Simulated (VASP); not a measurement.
# TiSi2 in VASP: single point with PBEsol

Aim: the single point of TiSi2 with PBEsol.

Program: VASP 6.6.1. These are calculated values, not measurements. Logs are shortened: lines on timing, memory, paths and dates and some standing lists are left out, and cuts for length are marked.

## Step 1: The cell of the first run

The cell holds a slab with vacuum, 12 atoms: a = 3.517 Å, b = 3.556 Å, c = 28.383 Å, α = 90.00°, β = 90.00°, γ = 90.00°.

## Step 2: Single point, PBEsol

File INCAR:

```
  PREC = Accurate
  ENCUT = 520
  EDIFF = 1E-6
  ISMEAR = 0
  SIGMA = 0.1
  LREAL = False
  LASPH = True
  NELM = 60
  ALGO = Normal
  ISIF = 2
  LWAVE = False
  LCHARG = False
  LDIPOL = True
  IDIPOL = 3
  DIPOL = 0.5 0.5 0.496
  GGA = PS
  NBANDS = 52
```

File KPOINTS:

```
Automatic mesh
0
Gamma
  8 8 1
```

File POSCAR:

```
TiSi2
1.0
    3.5170495999      0.0000000000      0.0000000000
    0.0000000000      3.5556151813      0.0000000000
    0.0000000000      0.0000000000     28.3828910987
Si Ti
8 4
Direct
    0.0000000000      0.2500000000      0.2994761869
    0.5000000000      0.7500000000      0.2997397358
    0.0000000000      0.7500000000      0.3889698838
    0.0000000000      0.2500000000      0.4453920613
    0.5000000000      0.2500000000      0.5350884236
    0.0000000000      0.7500000000      0.5356016640
    0.5000000000      0.7500000000      0.6281471283
    0.5000000000      0.2500000000      0.6903720786
    0.5000000000      0.2500000000      0.3689841543
    0.5000000000      0.7500000000      0.4653777908
    0.0000000000      0.2500000000      0.6043826455
    0.0000000000      0.7500000000      0.6955687136
```

Potentials or basis: VASP PAW PBE potentials, release 64 (Si, Ti_sv).

The run is started by

```
cat potpaw_PBE.64/Si/POTCAR potpaw_PBE.64/Ti_sv/POTCAR > POTCAR
mpirun -np 1 vasp_std > vasp.out
```

OUTCAR:

```text
PREC = Accurate
   ENCUT = 520
   EDIFF = 1E-6
   ISMEAR = 0
   LREAL = False
   LASPH = True
   NELM = 60
   ISIF = 2
   GGA = PS

 ion  position               nearest neighbor table
   1  0.000  0.250  0.299-   2 2.50   2 2.50   2 2.50   2 2.50   9 2.64   9 2.64   3 3.10   3 3.10

   2  0.500  0.750  0.300-   1 2.50   1 2.50   1 2.50   1 2.50   9 2.65   9 2.65   3 3.08   3 3.08

   3  0.000  0.750  0.389-   4 2.39   4 2.39   9 2.56   9 2.56   9 2.56   9 2.56  10 2.79  10 2.79
                             2 3.08   2 3.08   1 3.10   1 3.10
   4  0.000  0.250  0.445-   3 2.39   3 2.39  10 2.56  10 2.56  10 2.56  10 2.56   9 2.79   9 2.79
                             5 3.09   5 3.09   6 3.12   6 3.12
   5  0.500  0.250  0.535-   6 2.50   6 2.50   6 2.50   6 2.50  11 2.64  11 2.64  10 2.66  10 2.66
                             4 3.09   4 3.09
   6  0.000  0.750  0.536-   5 2.50   5 2.50   5 2.50   5 2.50  11 2.64  11 2.64  10 2.66  10 2.66
                             4 3.12   4 3.12
   7  0.500  0.750  0.628-   8 2.51   8 2.51  11 2.59  11 2.59  11 2.59  11 2.59  12 2.60  12 2.60

   8  0.500  0.250  0.690-  12 2.50  12 2.50  12 2.50  12 2.50   7 2.51   7 2.51  11 3.01  11 3.01

   9  0.500  0.250  0.369-   3 2.56   3 2.56   3 2.56   3 2.56   1 2.64   1 2.64   2 2.65   2 2.65
                             4 2.79   4 2.79
  10  0.500  0.750  0.465-   4 2.56   4 2.56   4 2.56   4 2.56   6 2.66   6 2.66   5 2.66   5 2.66
                             3 2.79   3 2.79
  11  0.000  0.250  0.604-   7 2.59   7 2.59   7 2.59   7 2.59   5 2.64   5 2.64   6 2.64   6 2.64
                             8 3.01   8 3.01
  12  0.000  0.750  0.696-   8 2.50   8 2.50   8 2.50   8 2.50   7 2.60   7 2.60

  LATTYP: Found a simple orthorhombic cell.
 ALAT       =     3.5170495999
 B/A-ratio  =     1.0109653220
 C/A-ratio  =     8.0700855341

  Lattice vectors:

 A1 = (   3.5170495999,   0.0000000000,   0.0000000000)
 A2 = (   0.0000000000,   3.5556151813,   0.0000000000)
 A3 = (   0.0000000000,   0.0000000000,  28.3828910987)

Analysis of symmetry for initial positions (statically):
=====================================================================
 Subroutine PRICEL returns:
 Original cell was already a primitive cell.

 Routine SETGRP: Setting up the symmetry group for a
 simple orthorhombic supercell.

 Subroutine GETGRP returns: Found  4 space group operations
 (whereof  2 operations were pure point group operations)
 out of a pool of  8 trial point group operations.

The static configuration has the point symmetry C_1h.
 The point group associated with its full space group is C_2v.

Analysis of symmetry for dynamics (positions and initial velocities):
=====================================================================
 Subroutine PRICEL returns:
 Original cell was already a primitive cell.
[... 153 lines left out ...]
   GGA     = PS    functional components
   LHFCALC =     F    Hartree Fock is set to
   AEXX    =    0.0000 exact exchange contribution
   IVDW    =     0    specifies the selected vdW correction
   LEPSILON=     F    determine dielectric tensor
   LRPA    =     F    only Hartree local field effects (RPA)
 non-spin polarized calculation
 Gauss-broadening in eV      SIGMA  =   0.10
  energy-cutoff  :      520.00
  volume of cell :      354.94
 maximum number of plane-waves:      9649
 NGX is ok and might be reduce to    28
   NGX = 13   NGY = 13   NGZ =105

 dipolmoment           0.000000      0.000000      0.028639 electrons x Angstroem

 number of electron      80.0000008 magnetization

 dipolmoment           0.000000      0.000000     -0.101499 electrons x Angstroem

 Free energy of the ion-electron system (eV)
  ---------------------------------------------------
  ext. energy  EPLUGINS =         0.00000000
  ---------------------------------------------------
  free energy    TOTEN  =       -83.96350414 eV

  energy without entropy =      -83.91885330  energy(sigma->0) =      -83.94117872

 E-fermi :   2.5662     XC(G=0):  -6.2313

 val. band max:        2.5627240960   @ k =   0.2500   0.0000   0.0000
 cond. band min:       2.5684024856   @ k =   0.2500   0.1250   0.0000
 fundamental gap:      0.0056783896
 Fermi energy:         2.5661992720

 k-point     1 :       0.0000    0.0000    0.0000
  band No.  band energies     occupation
      1     -53.8645      2.00000
      2     -53.8242      2.00000
      3     -53.7635      2.00000
      4     -53.7618      2.00000
      5     -30.4399      2.00000
      6     -30.2669      2.00000
[... 1309 lines left out ...]
     51       5.4304      0.00000
     52       5.5655      0.00000

 [... further k-points ...]

------------------------ aborting loop because EDIFF is reached ----------------------------------------

 vacuum level on the upper side and lower side of the slab       (xc-potential included)        -0.735         0.620

  FORCE on cell =-STRESS in cart. coord.  units (eV):
  Direction    XX          YY          ZZ          XY          YZ          ZX
  --------------------------------------------------------------------------------------
  -------------------------------------------------------------------------------------
  Total       -0.7946473     -2.9111019      1.4381706      0.0000000      0.0000000      0.0000000
  in kB       -3.5870307    -13.1406882      6.4918896      0.0000000      0.0000000      0.0000000
  external PRESSURE =      -3.4119431 kB  Pullay stress =       0.0000000 kB

 VOLUME and BASIS-vectors are now :
 -----------------------------------------------------------------------------
  energy-cutoff  :      520.00
  volume of cell :      354.94
      direct lattice vectors                 reciprocal lattice vectors
     3.517049600  0.000000000  0.000000000     0.284329229  0.000000000  0.000000000
     0.000000000  3.555615181  0.000000000     0.000000000  0.281245284  0.000000000
     0.000000000  0.000000000 28.382891099     0.000000000  0.000000000  0.035232493

 POSITION                                       TOTAL-FORCE (eV/Angst)
 -----------------------------------------------------------------------------------
      0.00000      0.88890      8.50000         0.000000      0.000000     -0.411169
      1.75852      2.66671      8.50748         0.000000      0.000000     -0.252037
      0.00000      2.66671     11.04009         0.000000      0.000000     -0.458371
      0.00000      0.88890     12.64151         0.000000      0.000000      0.100653
      1.75852      0.88890     15.18736         0.000000      0.000000     -0.001502
      0.00000      2.66671     15.20192         0.000000      0.000000     -0.004085
      1.75852      2.66671     17.82863         0.000000      0.000000      0.003423
      1.75852      0.88890     19.59476         0.000000      0.000000      0.004721
      1.75852      0.88890     10.47284         0.000000      0.000000      0.919222
      1.75852      2.66671     13.20877         0.000000      0.000000      0.117324
      0.00000      0.88890     17.15413         0.000000      0.000000     -0.010033
      0.00000      2.66671     19.74225         0.000000      0.000000     -0.008145
 -----------------------------------------------------------------------------------
    total drift:                                0.000000      0.000000      0.000280

  FREE ENERGIE OF THE ION-ELECTRON SYSTEM (eV)
  ---------------------------------------------------
  free  energy   TOTEN  =       -83.9635041427 eV

  energy  without entropy=      -83.9188533022  energy(sigma->0) =      -83.94117872

 vacuum level on the upper side and lower side of the slab         6.283         7.679
```

stdout:

```text
POSCAR found type information on POSCAR SiTi
 POSCAR found :  2 types and      12 ions
 scaLAPACK will be used
 -----------------------------------------------------------------------------
|                                                                             |
|                                                                             |
|     You enforced a specific xc type in the INCAR file but a different       |
|     I HOPE YOU KNOW WHAT YOU ARE DOING!                                     |
|                                                                             |
 -----------------------------------------------------------------------------

 LDA part: xc-table for (Slater+PW92), standard interpolation
 POSCAR, INCAR and KPOINTS ok, starting setup
 FFT: planning ... GRIDC
 FFT: planning ... GRID_SOFT
 FFT: planning ... GRID
 WAVECAR not read
 entering main loop
```

Wall time 13 min (1 thread of Intel Xeon 6975P-C (Granite Rapids), shared host); peak memory 0.59 GiB.

Results:

```yaml
Free_energy: -83.9635 eV
Largest_force: 0.919 eV/Å
Band_gap_on_the_k_mesh: zero (bands 40 and 41 overlap by 0.95 eV)
```

Forces on the atoms (eV/Å):
```
Si   0.000  0.000 -0.411
Si   0.000  0.000 -0.252
Si   0.000  0.000 -0.458
Si   0.000  0.000  0.101
Si   0.000  0.000 -0.002
Si   0.000  0.000 -0.004
Si   0.000  0.000  0.003
Si   0.000  0.000  0.005
Ti   0.000  0.000  0.919
Ti   0.000  0.000  0.117
Ti   0.000  0.000 -0.010
Ti   0.000  0.000 -0.008
```

Levels at points of the mesh, in eV from the Fermi level:
```csv
k point,band 38,band 39,band 40,band 41,band 42,band 43
"(0.00, 0.00, 0.00)",-0.95,0.01,0.57,0.61,0.98,1.03
"(0.50, 0.00, 0.00)",-0.43,-0.30,-0.03,-0.03,0.24,1.02
"(0.00, 0.50, 0.00)",-0.33,-0.07,0.03,0.99,1.02,1.07
"(0.50, 0.50, 0.00)",-2.08,-0.60,-0.56,-0.28,-0.14,1.64
```

Caveat: the PAW data sets were made with another functional, which shifts forces and pressure a little.
